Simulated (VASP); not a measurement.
Set up this calculation in VASP 6.6.1, as the native input.

- Task: single point
- Functional: PBE
- Potentials or basis: VASP PAW PBE potentials, release 64 (Br)
- Cutoff: 520 eV
- k mesh: 7 × 7 × 3
- Occupations: gaussian, width 0.016 eV
- Spin: no spin polarisation
- Dipole correction: no
- Further INCAR settings: ALGO = Normal; EDIFF = 1e-06; NBANDS = 22

The structure of Br lies in POSCAR:

```
Br
1.0
    3.3632500000     -2.3225500000      0.0000000000
    3.3632500000      2.3225500000      0.0000000000
    0.0000000000      0.0000000000      8.7023000000
Br
4
Direct
    0.3651000000      0.6349000000      0.3901000000
    0.1349000000      0.8651000000      0.8901000000
    0.6349000000      0.3651000000      0.6099000000
    0.8651000000      0.1349000000      0.1099000000
```

One way to write it, as run:

INCAR

```
SYSTEM = Br
ALGO = Normal
EDIFF = 1E-6
ENCUT = 520
GGA = PE
ISIF = 2
ISMEAR = 0
LASPH = .True.
LCHARG = .True.
LELF = .True.
LREAL = .False.
LVHAR = .True.
LWAVE = .False.
NBANDS = 22
NELM = 60
PREC = Accurate
SIGMA = 0.016
```

KPOINTS

```
k-points
0
Gamma
  7 7 3
  0 0 0
```

Potentials or basis: VASP PAW PBE potentials, release 64 (Br).

Launch:

```sh
$ cat potpaw_PBE.64/Br/POTCAR > POTCAR
$ mpirun -np 1 vasp_std > vasp.out
```

It gave:

| Item | Value |
| --- | --- |
| Pressure | 1.9 GPa |
| Largest force | 0.882 eV/Å |
| Band gap on the k mesh | 1.90 eV (least direct gap 1.92 eV) |

Caveat: this functional lacks dispersion, which holds the molecules together, so the pressure and a relaxed volume are unreliable; an odd mesh through Γ misses points on the zone boundary, where band edges can lie.

Wall time 44 s on 1 thread of Intel(R) Xeon(R) 6975P-C (Granite Rapids), on a shared host, peak memory 0.26 GiB.
